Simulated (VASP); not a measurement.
Wanted: the native input for a VASP 6.6.1 run.

```yaml
Task: single point
Functional: PBE
Potentials_or_basis: VASP PAW PBE potentials, release 64 (B, As)
Cutoff: 520 eV
k_mesh: 10 × 10 × 10
Occupations: gaussian, width 0.02 eV
Spin: no spin polarisation
Dipole_correction: no
Further_INCAR_settings: ALGO = Normal; EDIFF = 1e-07; NBANDS = 11
```

The structure of BAs lies in POSCAR:

```
BAs
1.0
    0.0000000000      2.4282570473      2.4282570473
    2.4282570473      0.0000000000      2.4282570473
    2.4282570473      2.4282570473      0.0000000000
B As
1 1
Direct
    0.2500000000      0.2500000000      0.2500000000
    0.5000000000      0.5000000000      0.5000000000
```

These files were run (other wordings do the same):

INCAR

```
SYSTEM = BAs
ALGO = Normal ; EDIFF = 1E-7
ENCUT = 520 ; GGA = PE
ISIF = 2 ; ISMEAR = 0
LASPH = .True. ; LCHARG = .False.
LREAL = .False. ; LWAVE = .False.
NBANDS = 11 ; NELM = 80
PREC = Accurate ; SIGMA = 0.02
```

KPOINTS

```
k-points
0
Gamma
  10 10 10
  0 0 0
```

Potentials or basis: VASP PAW PBE potentials, release 64 (B, As).

The run is started by

```bash
$ cat potpaw_PBE.64/B/POTCAR potpaw_PBE.64/As/POTCAR > POTCAR
$ mpirun -np 1 vasp_std > vasp.out
```

It gave:

| Property | Result |
| --- | --- |
| Pressure | -3.1 GPa |
| Band gap on the k mesh | 1.23 eV (least direct gap 3.22 eV) |

Caveat: the cell stands under tension.

It took 19 s on 1 thread of Intel(R) Xeon(R) Platinum 8259CL CPU @ 2.50GHz (Skylake/Cascade Lake), on a shared host, peak memory 0.16 GiB.
